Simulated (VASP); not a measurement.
**SiC: vibrations by perturbation theory with PBEsol**

The system is SiC.

```
Si C
1.0
     3.07606    0.00000    0.00000
    -1.53803    2.66395    0.00000
     0.00000    0.00000    5.04765
Si C
2 2
Cartesian
  0.0000 1.7760 -0.0021
  1.5380 0.8880 2.5217
  0.0000 1.7760 1.8950
  1.5380 0.8880 4.4188
```

```json
{"Program": "VASP 6.6.1", "Task": "vibrations by perturbation theory", "Functional": "PBEsol", "Potentials or basis": "VASP PAW PBE potentials, release 64 (Si, C)", "Cutoff": "520 eV", "k mesh": "9 × 9 × 4", "Occupations": "gaussian, width 0.01 eV", "Spin": "no spin polarisation", "Dipole correction": "no", "Further INCAR settings": "ALGO = Normal; EDIFF = 1e-08; IBRION = 8; NSW = 1"}
```

The electronic dielectric tensor (diagonal) is 7.09, 7.09, 7.33, the born charges (mean of the diagonal) is Si +2.73; C -2.73 e and the highest phonon frequency at Γ, LO-TO splitting left out is 828 cm⁻¹.

Phonon frequencies in cm⁻¹ (negative: imaginary):
```
              q point                                frequencies
(0.000, 0.000, 0.000)  0 0 0 253 253 591 759 759 762 792 792 828
```

Electronic dielectric tensor:
```
7.09 0.00 0.00
0.00 7.09 0.00
0.00 0.00 7.33
```

Born effective charge tensors (e):
atom 1, Si
```
2.67 0.00 0.00
0.00 2.67 0.00
0.00 0.00 2.86
```
atom 2, Si
```
2.67 0.00 0.00
0.00 2.67 0.00
0.00 0.00 2.86
```
atom 3, C
```
-2.67  0.00  0.00
 0.00 -2.67  0.00
 0.00  0.00 -2.86
```
atom 4, C
```
-2.67  0.00  0.00
 0.00 -2.67  0.00
 0.00  0.00 -2.86
```

Run time: 2.8 min on 1 thread of Intel(R) Xeon(R) 6975P-C (Granite Rapids), with other jobs on the host, peak memory 0.34 GiB.
